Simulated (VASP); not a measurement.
**TiPt3: relaxation of cell and atoms with PBEsol**

Crystal: TiPt3.

```xyz
4
Lattice="3.8623 0.0000 0.0000 0.0000 3.8623 0.0000 0.0000 0.0000 3.8623" Properties=species:S:1:pos:R:3 pbc="T T T"
Ti    0.0000    0.0000    0.0000
Pt    0.0000    1.9312    1.9312
Pt    1.9312    0.0000    1.9312
Pt    1.9312    1.9312    0.0000
```

```
Program                : VASP 6.6.1
Task                   : relaxation of cell and atoms
Functional             : PBEsol
Potentials or basis    : VASP PAW PBE potentials, release 64 (Ti_sv, Pt)
Cutoff                 : 600 eV
k mesh                 : 12 × 12 × 12
Occupations            : gaussian, width 0.1 eV
Spin                   : no spin polarisation
Target pressure        : 8 GPa
Dipole correction      : no
Further INCAR settings : ALGO = Fast; EDIFF = 1e-06; IBRION = 2; EDIFFG = -0.008; NSW = 70; ISIF = 3
```

| Property | Result |
| --- | --- |
| Pressure after relaxing | 8.0 GPa |
| Band gap on the k mesh | zero (bands 21 and 22 overlap by 1.90 eV) |

Final structure:
```
CELL_PARAMETERS angstrom
3.86234 0.00000 0.00000
0.00000 3.86234 0.00000
0.00000 0.00000 3.86234
ATOMIC_POSITIONS crystal
Ti 0.00000 0.00000 0.00000
Pt 0.00000 0.50000 0.50000
Pt 0.50000 0.00000 0.50000
Pt 0.50000 0.50000 0.00000
```

Levels at points of the mesh, in eV from the Fermi level:
```
           k point  band 19  band 20  band 21  band 22  band 23  band 24
(0.00, 0.00, 0.00)     0.09     0.09     1.47     1.47     1.55     1.55
(0.50, 0.00, 0.00)    -2.70    -1.39    -0.22    -0.22     0.09     0.47
(0.50, 0.50, 0.00)    -2.59    -2.36    -2.34     0.22     0.23     0.45
(0.50, 0.50, 0.50)    -0.77    -0.77    -0.43    -0.43    -0.43     1.28
```

Run time: 91 s on 1 thread of Intel(R) Xeon(R) 6975P-C (Granite Rapids), with other jobs on the host, peak memory 0.28 GiB.

Caveat: the relaxation stopped at its first step, so nothing moved; the cell is relaxed towards a set pressure, so the run minimises the enthalpy, not the energy; the PAW data sets were made with another functional, which shifts forces and pressure a little; spin-orbit coupling is left out, which moves the levels of the heavy elements.
